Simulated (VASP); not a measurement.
Write the native input for VASP 6.6.1 that does the following.

```yaml
Task: single point
Functional: PBEsol
Potentials_or_basis: VASP PAW PBE potentials, release 64 (Sb)
Cutoff: 500 eV
k_mesh: 8 × 8 × 8
Occupations: gaussian, width 0.1 eV
Spin: no spin polarisation
Dipole_correction: no
Further_INCAR_settings: ALGO = Normal; EDIFF = 1e-06; NBANDS = 8
```

The structure of Sb lies in POSCAR:

```
Sb
1.0
    5.2270052173      0.0000000000      0.0000000000
    0.0000000000      5.2270052173      0.0000000000
    0.0000000000      0.0000000000      5.2006595874
Sb
1
Direct
    0.0000000000      0.0000000000      0.0000000000
```

This isn't the form of Sb at room conditions, which is rhombohedral.

This cell differs from its parent crystal: P replaced by Sb, lengths x 1.179, strained.

These files were run (other wordings do the same):

INCAR

```
SYSTEM = Sb
  PREC = Accurate
  ENCUT = 500
  EDIFF = 1E-6
  ISMEAR = 0
  SIGMA = 0.1
  LREAL = .False.
  LASPH = .True.
  NELM = 120
  ALGO = Normal
  ISIF = 2
  LWAVE = .False.
  LCHARG = .True.
  GGA = PS
  LELF = .True.
  LVHAR = .True.
  NBANDS = 8
  GGA_COMPAT = .False.
```

KPOINTS

```
regular mesh
0
Gamma
  8 8 8
  0 0 0
```

Potentials or basis: VASP PAW PBE potentials, release 64 (Sb).

Launch:

```bash
$ cat potpaw_PBE.64/Sb/POTCAR > POTCAR
$ mpirun -np 1 vasp_std > vasp.out
```

It gave:

```
Pressure               : -1.7 GPa
Band gap on the k mesh : zero (an odd number of electrons rules out a gap without spin polarisation)
```

Caveat: the cell differs from its parent crystal (P replaced by Sb, lengths x 1.179, strained); the PAW data sets were made with another functional, which shifts forces and pressure a little; spin-orbit coupling is left out, which moves the levels of the heavy elements.

Wall time 80 s on 1 thread of Intel Xeon 8259CL, on a shared host, peak memory 0.28 GiB.
